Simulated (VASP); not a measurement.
Input of a VASP 6.6.1 run:

The input INCAR:

```
PREC = Accurate
ENCUT = 520
EDIFF = 1E-6
ISMEAR = 0
SIGMA = 0.02
LREAL = False
LASPH = True
NELM = 60
ALGO = Normal
ISIF = 2
LWAVE = False
LCHARG = True
GGA = PE
LELF = True
LVHAR = True
NBANDS = 16
```

KPOINTS

```
regular mesh
0
Gamma
  12 12 6
```

Contents of POSCAR:

```
BN
1.0
    2.5360000000      0.0000000000      0.0000000000
   -1.2680000000      2.1962400000      0.0000000000
    0.0000000000      0.0000000000      4.1990000000
B N
2 2
Direct
    0.6666666667      0.3333333333      0.0000000000
    0.3333333333      0.6666666667      0.5000000000
    0.6666666667      0.3333333333      0.3750000000
    0.3333333333      0.6666666667      0.8750000000
```

Potentials or basis: VASP PAW PBE potentials, release 64 (B, N).

Command:

```console
$ cat potpaw_PBE.64/B/POTCAR potpaw_PBE.64/N/POTCAR > POTCAR
$ mpirun -np 1 vasp_std > vasp.out
```

(1) What does it give for the band gap on the k mesh?

(2) Estimate the largest force.

## Answers

(1) 5.20 eV, indirect (least direct gap 8.35 eV).

(2) 0.058 eV/Å.
